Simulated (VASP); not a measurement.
# Be2ZnSe3 (P1) in VASP: further runs

Be2ZnSe3 is run at these levels: PBE; tasks: single point.

Everything below comes from runs of VASP 6.6.1. Logs are shortened: lines on timing, memory, paths and dates and some standing lists are left out, and cuts for length are marked.

**1. The cell of the first run**

The typed cell holds 12 atoms: a = 3.675 Å, b = 6.433 Å, c = 10.309 Å, α = 94.75°, β = 92.97°, γ = 82.54°.

**2. Single point, PBE**

The input, INCAR:

```
SYSTEM = Be2ZnSe3
PREC     = Accurate       ! precision mode
ENCUT    = 520            ! plane-wave cutoff, eV
EDIFF    = 1E-6           ! SCF threshold, eV
ISMEAR   = 0              ! smearing method
SIGMA    = 0.2            ! smearing width, eV
LREAL    = .False.        ! projectors in reciprocal space
LASPH    = .True.         ! aspherical terms in the spheres
NELM     = 100            ! most SCF steps
ALGO     = Normal         ! electronic algorithm
ISIF     = 2              ! what is computed and relaxed
LWAVE    = .False.        ! write WAVECAR
LCHARG   = .False.        ! write CHGCAR
GGA      = PE             ! functional
NBANDS   = 46             ! bands
```

The input, KPOINTS:

```
regular mesh
0
Gamma
  6 4 2
  0 0 0
```

The input, POSCAR:

```
Be2ZnSe3
1.0
    0.0424642916     -0.2376916489      3.6669338866
    2.9914190000     -5.6790533763      0.4346221357
    8.6970793562      5.5277489987     -0.2775331650
Be Zn Se
4 2 6
Direct
    0.7130499317      0.6649289246      0.9393211515
    0.7366249075     -0.0636872123      0.5834022569
    0.3340275235      0.8327294210      0.2790850233
    0.3197596385      0.1559920553      0.7943203640
   -0.0581115304      0.3572908464      0.3966354625
   -0.0629469967      1.1174721584      0.0769502830
    0.2123141849      0.7422416185      0.0640648135
    1.1726129790      0.1524418595      0.5781112796
   -0.1455181598      0.7344907740      0.3889615778
   -0.2029928395      0.3111298572      0.8887385942
    0.4486563112      0.1766713818      0.2507662136
    0.5325240500      0.8182983158      0.7596429800
```

Potentials or basis: VASP PAW PBE potentials, release 64 (Be, Zn, Se).

Command:

```bash
$ cat potpaw_PBE.64/Be/POTCAR potpaw_PBE.64/Zn/POTCAR potpaw_PBE.64/Se/POTCAR > POTCAR
$ mpirun -np 1 vasp_std > vasp.out
```

OUTCAR:

```text
SYSTEM = Be2ZnSe3
   PREC = Accurate
   ENCUT = 520
   EDIFF = 1E-6
   ISMEAR = 0
   LREAL = .False.
   LASPH = .True.
   NELM = 100
   ISIF = 2
   GGA = PE

 ion  position               nearest neighbor table
   1  0.713  0.665  0.939-  12 2.20   7 2.27  10 2.28   7 2.28
   2  0.737  0.936  0.583-  12 2.23   8 2.26   9 2.32   8 2.34
   3  0.334  0.833  0.279-   9 2.22   7 2.28   9 2.32  11 2.35
   4  0.320  0.156  0.794-  12 2.22   8 2.27  10 2.27  10 2.27
   5  0.942  0.357  0.397-   9 2.41   8 2.43  11 2.55  11 2.62
   6  0.937  0.117  0.077-  10 2.39   7 2.49  11 2.57  11 2.57
   7  0.212  0.742  0.064-   1 2.27   1 2.28   3 2.28   6 2.49
   8  0.173  0.152  0.578-   2 2.26   4 2.27   2 2.34   5 2.43
   9  0.854  0.734  0.389-   3 2.22   3 2.32   2 2.32   5 2.41
  10  0.797  0.311  0.889-   4 2.27   4 2.27   1 2.28   6 2.39
  11  0.449  0.177  0.251-   3 2.35   5 2.55   6 2.57   6 2.57   5 2.62
  12  0.533  0.818  0.760-   1 2.20   4 2.22   2 2.23

  LATTYP: Found a triclinic cell.
 ALAT       =     3.6748747822
 B/A-ratio  =     3.3597708717
 C/A-ratio  =     1.7506551675
 COS(alpha) =     0.0081182689
 COS(beta)  =     0.1298795434
 COS(gamma) =     0.5520306644

  Lattice vectors:

 A1 = (  -0.0424642916,   0.2376916489,  -3.6669338866)
 A2 = (  -8.7820079394,  -5.0523657009,  -7.0563346082)
 A3 = (  -2.9914190000,   5.6790533763,  -0.4346221357)

Analysis of symmetry for initial positions (statically):
=====================================================================
 Subroutine PRICEL returns:
 Original cell was already a primitive cell.

 Routine SETGRP: Setting up the symmetry group for a
 triclinic supercell.

 Subroutine GETGRP returns: Found  1 space group operations
 (whereof  1 operations were pure point group operations)
 out of a pool of  2 trial point group operations.

The static configuration has the point symmetry C_1 .

Analysis of symmetry for dynamics (positions and initial velocities):
=====================================================================
 Subroutine PRICEL returns:
 Original cell was already a primitive cell.

 Routine SETGRP: Setting up the symmetry group for a
 triclinic supercell.

 Subroutine GETGRP returns: Found  1 space group operations
 (whereof  1 operations were pure point group operations)
 out of a pool of  2 trial point group operations.

The dynamic configuration has the point symmetry C_1 .

 Subroutine INISYM returns: Found  1 space group operations
 (whereof  1 operations are pure point group operations),
 and found     1 'primitive' translations

----------------------------------------------------------------------------------------

                                     Primitive cell

  volume of cell :     240.6190

  direct lattice vectors                    reciprocal lattice vectors
     0.042464292 -0.237691649  3.666933887    -0.003434294  0.019159587  0.273989098
     2.991419000 -5.679053376  0.434622136     0.083966437 -0.132588849 -0.009566804
     8.697079356  5.527748999 -0.277533165     0.086117075  0.045511279  0.001952790

  length of vectors
     3.674874782  6.433438527 10.308841980     0.274679650  0.157231324  0.097422998

  position of ions in fractional coordinates (direct lattice)
     0.713049932  0.664928925  0.939321152
     0.736624908  0.936312788  0.583402257
     0.334027523  0.832729421  0.279085023
     0.319759639  0.155992055  0.794320364
     0.941888470  0.357290846  0.396635463
     0.937053003  0.117472158  0.076950283
     0.212314185  0.742241619  0.064064814
     0.172612979  0.152441860  0.578111280
     0.854481840  0.734490774  0.388961578
     0.797007161  0.311129857  0.888738594
     0.448656311  0.176671382  0.250766214
     0.532524050  0.818298316  0.759642980

  ion indices of the primitive-cell ions
   primitive index   ion index
                 1           1
                 2           2
                 3           3
                 4           4
                 5           5
                 6           6
                 7           7
                 8           8
                 9           9
                10          10
                11          11
                12          12

----------------------------------------------------------------------------------------

 KPOINTS: regular mesh

Automatic generation of k-mesh.
 Grid dimensions read from file:
 generate k-points for:    6    4    2

 Generating k-lattice:

  Cartesian coordinates                     Fractional coordinates (reciprocal lattice)
    -0.000572382  0.003193264  0.045664850     0.166666667 -0.000000000  0.000000000
     0.020991609 -0.033147212 -0.002391701     0.000000000  0.250000000 -0.000000000
     0.043058538  0.022755639  0.000976395    -0.000000000 -0.000000000  0.500000000

  Length of vectors
     0.045779942  0.039307831  0.048711499

  Shift w.r.t. Gamma in fractional coordinates (k-lattice)
     0.000000000  0.000000000  0.000000000

 Subroutine IBZKPT returns following result:
 ===========================================

 Found     28 irreducible k-points:

 Following reciprocal coordinates:
            Coordinates               Weight
  0.000000  0.000000  0.000000      1.000000
  0.166667 -0.000000 -0.000000      2.000000
  0.333333 -0.000000 -0.000000      2.000000
  0.500000 -0.000000 -0.000000      1.000000
  0.000000  0.250000 -0.000000      2.000000
  0.166667  0.250000  0.000000      2.000000
[... 16 lines left out ...]
 -0.333333  0.250000  0.500000      2.000000
 -0.166667  0.250000  0.500000      2.000000
 [... further k-points ...]
   k-points           NKPTS =     28   k-points in BZ     NKDIM =     28   number of bands    NBANDS=     46
   number of dos      NEDOS =    301   number of ions     NIONS =     12
   total plane-waves  NPLWV = 107520
   dimension x,y,z NGX =    28 NGY =   48 NGZ =   80
   dimension x,y,z NGXF=    56 NGYF=   96 NGZF=  160
   ions per type =               4   2   6
   NGX,Y,Z   is equivalent  to a cutoff of  12.67, 12.40, 12.90 a.u.
   NGXF,Y,Z  is equivalent  to a cutoff of  25.33, 24.81, 25.80 a.u.
 SYSTEM =  Be2ZnSe3
   PREC   = accura    normal or accurate (medium, high low for compatibility)
   ISTART =      0    job   : 0-new  1-cont  2-samecut
   ICHARG =      2    charge: 1-file 2-atom 10-const
   ISPIN  =      1    spin polarized calculation?
   LNONCOLLINEAR =      F non collinear calculations
   LSORBIT =      F    spin-orbit coupling
   LASPH  =      T    aspherical Exc in radial PAW
   ENCUT  =  520.0 eV  38.22 Ry    6.18 a.u.   6.83 11.96 19.17*2*pi/ulx,y,z
   NELM   =    100;   NELMIN=  2; NELMDL= -5     # of ELM steps
   EDIFF  = 0.1E-05   stopping-criterion for ELM
   LREAL  =      F    real-space projection
   EDIFFG = 0.1E-04   stopping-criterion for IOM
   NSW    =      0    number of steps for IOM
   IBRION =     -1    ionic relax: 0-MD 1-quasi-New 2-CG
   NFREE  =      0    steps in history (QN), initial steepest desc. (CG)
   ISIF   =      2    stress and relaxation
   ISYM   =      2    0-nonsym 1-usesym 2-fastsym
   POTIM  = 0.5000    time-step for ionic-motion
   TEBEG  =    0.0;   TEEND  =   0.0 temperature during run
   PSTRESS=    0.0 pullay stress
   NELECT =      68.0000    total number of electrons
   NUPDOWN=      -1.0000    fix difference up-down
   EMIN   =  10.00;   EMAX   =-10.00  energy-range for DOS
   EFERMI =   0.00;   METHOD = LEGACY
   ISMEAR =     0;   SIGMA  =   0.20  broadening in eV -4-tet -1-fermi 0-gaus
   EFERMI_NEDOS =   21; number of points for ismear=-14 and -15
   IALGO  =     38    algorithm
   IMIX   =      4    mixing-type and parameters
     AMIX     =   0.40;   BMIX     =  1.00
     AMIX_MAG =   1.60;   BMIX_MAG =  1.00
  volume/ion in A,a.u.               =      20.05       135.31
  Fermi-wavevector in a.u.,A,eV,Ry     =   1.074322  2.030174 15.703406  1.154168
  Thomas-Fermi vector in A             =   2.210147
   LORBIT       =      0    0 simple, 1 ext, 2 COOP (PROOUT), +10 PAW based schemes
   GGA     = PE    functional components
   LHFCALC =     F    Hartree Fock is set to
   AEXX    =    0.0000 exact exchange contribution
   IVDW    =     0    specifies the selected vdW correction
   LEPSILON=     F    determine dielectric tensor
   LRPA    =     F    only Hartree local field effects (RPA)
 non-spin polarized calculation
 Gauss-broadening in eV      SIGMA  =   0.20
  energy-cutoff  :      520.00
  volume of cell :      240.62
 maximum number of plane-waves:      6502
   NGX = 13   NGY = 23   NGZ = 39

 number of electron      68.0000014 magnetization

 Free energy of the ion-electron system (eV)
  ---------------------------------------------------
  ext. energy  EPLUGINS =         0.00000000
  ---------------------------------------------------
  free energy    TOTEN  =       -44.99006611 eV

  energy without entropy =      -44.99001347  energy(sigma->0) =      -44.99003979

 E-fermi :   3.4295     XC(G=0):  -9.1148

 val. band max:        2.9522869158   @ k =   0.0000   0.5000   0.5000
 cond. band min:       3.8570592912   @ k =   0.5000  -0.0000  -0.0000
 fundamental gap:      0.9047723754
 Fermi energy:         3.4294556805

 k-point     1 :       0.0000    0.0000    0.0000
  band No.  band energies     occupation
      1     -11.3775      2.00000
      2     -10.7442      2.00000
      3     -10.5961      2.00000
      4     -10.2691      2.00000
      5     -10.0511      2.00000
      6      -9.1825      2.00000
[... 38 lines left out ...]
     45       8.2109      0.00000
     46       8.2913      0.00000
[... 1086 lines left out ...]
      6      -9.1626      2.00000
[... 38 lines left out ...]
     45       8.3449      0.00000
     46       8.3898      0.00000

 [... further k-points ...]

------------------------ aborting loop because EDIFF is reached ----------------------------------------

  FORCE on cell =-STRESS in cart. coord.  units (eV):
  Direction    XX          YY          ZZ          XY          YZ          ZX
  --------------------------------------------------------------------------------------
  -------------------------------------------------------------------------------------
  Total        0.2081543      0.3684249      0.4082404     -0.0452805     -0.0498428      0.0857228
  in kB        1.3860087      2.4531810      2.7182953     -0.3015033     -0.3318816      0.5707906
  external PRESSURE =       2.1858283 kB  Pullay stress =       0.0000000 kB

 VOLUME and BASIS-vectors are now :
 -----------------------------------------------------------------------------
  energy-cutoff  :      520.00
  volume of cell :      240.62
      direct lattice vectors                 reciprocal lattice vectors
     0.042464292 -0.237691649  3.666933887    -0.003434294  0.019159587  0.273989098
     2.991419000 -5.679053376  0.434622136     0.083966437 -0.132588849 -0.009566804
     8.697079356  5.527748999 -0.277533165     0.086117075  0.045511279  0.001952790

 POSITION                                       TOTAL-FORCE (eV/Angst)
 -----------------------------------------------------------------------------------
     10.18871      1.24668      2.64301         0.010934     -0.000193      0.006414
      7.90608     -2.26756      2.94618         0.004618     -0.020465     -0.004264
      4.93245     -3.26580      1.50932        -0.000884      0.002672     -0.007180
      7.38848      3.42891      1.01988         0.003732     -0.015168      0.005109
      4.55837     -0.06045      3.49905         0.005760      0.009909     -0.016759
      1.06044     -0.46450      3.46581         0.006732      0.010130     -0.002790
      2.78655     -3.91156      1.08336        -0.003412      0.017243     -0.002563
      5.49123      2.28890      0.53877         0.000713      0.006748      0.013276
      5.61628     -2.22423      3.34460        -0.000876     -0.014395      0.010404
      8.69399      2.95636      2.81114        -0.013141     -0.015142     -0.005426
      2.72848      0.27620      1.65238        -0.001523     -0.007655      0.008503
      9.07716     -0.57462      2.09755        -0.012653      0.026316     -0.004724
 -----------------------------------------------------------------------------------
    total drift:                                0.000342      0.003008      0.000026

  FREE ENERGIE OF THE ION-ELECTRON SYSTEM (eV)
  ---------------------------------------------------
  free  energy   TOTEN  =       -44.9900661147 eV

  energy  without entropy=      -44.9900134713  energy(sigma->0) =      -44.99003979
```

Run time: 6.2 min. Hardware: 1 thread of Intel Xeon Platinum 8488C (Sapphire Rapids), shared host; peak memory 0.46 GiB.

What came out:

```
Free energy            : -44.9901 eV
Pressure               : 0.2 GPa
Largest force          : 0.030 eV/Å
Band gap on the k mesh : 0.90 eV, indirect (least direct gap 1.26 eV)
```

Forces on the atoms (eV/Å):
```
Be   0.011  0.000  0.006
Be   0.005 -0.020 -0.004
Be  -0.001  0.003 -0.007
Be   0.004 -0.015  0.005
Zn   0.006  0.010 -0.017
Zn   0.007  0.010 -0.003
Se  -0.003  0.017 -0.003
Se   0.001  0.007  0.013
Se  -0.001 -0.014  0.010
Se  -0.013 -0.015 -0.005
Se  -0.002 -0.008  0.009
Se  -0.013  0.026 -0.005
```

Stress tensor (GPa, compression positive):
```
 0.14 -0.03  0.06
-0.03  0.25 -0.03
 0.06 -0.03  0.27
```

A k mesh can miss the band edges. PBE gaps usually lie below the measured ones, often by a third to a half.

**3. Single point, PBE**

The input, INCAR:

```
SYSTEM = Be2ZnSe3
ALGO = Normal
EDIFF = 1E-6
ENCUT = 520
GGA = PE
ISIF = 2
ISMEAR = 0
LASPH = .TRUE.
LCHARG = .FALSE.
LREAL = .FALSE.
LWAVE = .FALSE.
NBANDS = 46
NELM = 60
PREC = Accurate
SIGMA = 0.1
```

The input, KPOINTS:

```
k-points
0
G
  6 4 2
  0 0 0
```

The input, POSCAR:

```
Be2ZnSe3
1.0
    3.6748747822      0.0000000000      0.0000000000
    0.8355720588      6.3789458863      0.0000000000
    0.5339719974      0.7917018343     10.2645167977
Be Zn Se
4 2 6
Direct
    0.2869500683      0.3350710754      0.9393211515
    0.2633750925      0.0636872123      0.5834022569
    0.6659724765      0.1672705790      0.2790850233
    0.6802403615      0.8440079447      0.7943203640
    0.0581115304      0.6427091536      0.3966354625
    0.0629469967      0.8825278416      0.0769502830
    0.7876858151      0.2577583815      0.0640648135
    0.8273870210      0.8475581405      0.5781112796
    0.1455181598      0.2655092260      0.3889615778
    0.2029928395      0.6888701428      0.8887385942
    0.5513436888      0.8233286182      0.2507662136
    0.4674759500      0.1817016842      0.7596429800
```

Potentials or basis: VASP PAW PBE potentials, release 64 (Be, Zn, Se).

Command:

```bash
$ cat potpaw_PBE.64/Be/POTCAR potpaw_PBE.64/Zn/POTCAR potpaw_PBE.64/Se/POTCAR > POTCAR
$ mpirun -np 1 vasp_std > vasp.out
```

OUTCAR:

```text
SYSTEM = Be2ZnSe3
   EDIFF = 1E-6
   ENCUT = 520
   GGA = PE
   ISIF = 2
   ISMEAR = 0
   LASPH = .TRUE.
   LREAL = .FALSE.
   NELM = 60
   PREC = Accurate

 ion  position               nearest neighbor table
   1  0.287  0.335  0.939-  12 2.20   7 2.27  10 2.28   7 2.28
   2  0.263  0.064  0.583-  12 2.23   8 2.26   9 2.32   8 2.34
   3  0.666  0.167  0.279-   9 2.22   7 2.28   9 2.32  11 2.35
   4  0.680  0.844  0.794-  12 2.22   8 2.27  10 2.27  10 2.27
   5  0.058  0.643  0.397-   9 2.41   8 2.43  11 2.55  11 2.62
   6  0.063  0.883  0.077-  10 2.39   7 2.49  11 2.57  11 2.57
   7  0.788  0.258  0.064-   1 2.27   1 2.28   3 2.28   6 2.49
   8  0.827  0.848  0.578-   2 2.26   4 2.27   2 2.34   5 2.43
   9  0.146  0.266  0.389-   3 2.22   3 2.32   2 2.32   5 2.41
  10  0.203  0.689  0.889-   4 2.27   4 2.27   1 2.28   6 2.39
[... 1409 lines left out ...]
  volume of cell :      240.62
      direct lattice vectors                 reciprocal lattice vectors
     3.674874782  0.000000000  0.000000000     0.272118115 -0.035644493 -0.011406640
     0.835572059  6.378945886  0.000000000     0.000000000  0.156765713 -0.012091334
     0.533971997  0.791701834 10.264516798     0.000000000  0.000000000  0.097422998

 POSITION                                       TOTAL-FORCE (eV/Angst)
 -----------------------------------------------------------------------------------
      1.83605      2.88106      9.64168        -0.006550     -0.004931      0.009632
      1.33261      0.86814      5.98834         0.002874     -0.020427     -0.005476
      2.73616      1.28796      2.86467         0.007348      0.002343      0.000314
      3.62917      6.01275      8.15331        -0.006115     -0.014740     -0.003676
      0.96237      4.41382      4.07127         0.017286      0.004989      0.009450
      1.00983      5.69052      0.78986         0.003370      0.005636      0.010545
      3.14423      1.69495      0.65759         0.003722      0.016585      0.005041
      4.05743      5.86422      5.93403        -0.012793      0.006441      0.003982
      0.96431      2.00161      3.99250        -0.011301     -0.011622     -0.007312
      1.79614      5.09788      9.12247         0.004569     -0.007554     -0.018750
      2.84797      5.45050      2.57399        -0.008995     -0.005495     -0.004736
      2.27537      1.76048      7.79737         0.006586      0.028776      0.000986
 -----------------------------------------------------------------------------------
    total drift:                                0.000153      0.002529      0.001707

  FREE ENERGIE OF THE ION-ELECTRON SYSTEM (eV)
  ---------------------------------------------------
  free  energy   TOTEN  =       -44.9900621942 eV

  energy  without entropy=      -44.9900621942  energy(sigma->0) =      -44.99006219
```

It took 7.1 min on 1 thread of Intel Xeon Platinum 8488C (Sapphire Rapids), shared host; peak memory 0.46 GiB.

Results:

- Free energy: -44.9901 eV
- Pressure: 0.2 GPa
- Largest force: 0.030 eV/Å
- Band gap on the k mesh: 0.90 eV, indirect (least direct gap 1.26 eV)

Forces on the atoms (eV/Å):
```
Be  -0.007 -0.005  0.010
Be   0.003 -0.020 -0.005
Be   0.007  0.002  0.000
Be  -0.006 -0.015 -0.004
Zn   0.017  0.005  0.009
Zn   0.003  0.006  0.011
Se   0.004  0.017  0.005
Se  -0.013  0.006  0.004
Se  -0.011 -0.012 -0.007
Se   0.005 -0.008 -0.019
Se  -0.009 -0.005 -0.005
Se   0.007  0.029  0.001
```

Stress tensor (GPa, compression positive):
```
 0.28  0.05 -0.04
 0.05  0.24  0.03
-0.04  0.03  0.14
```
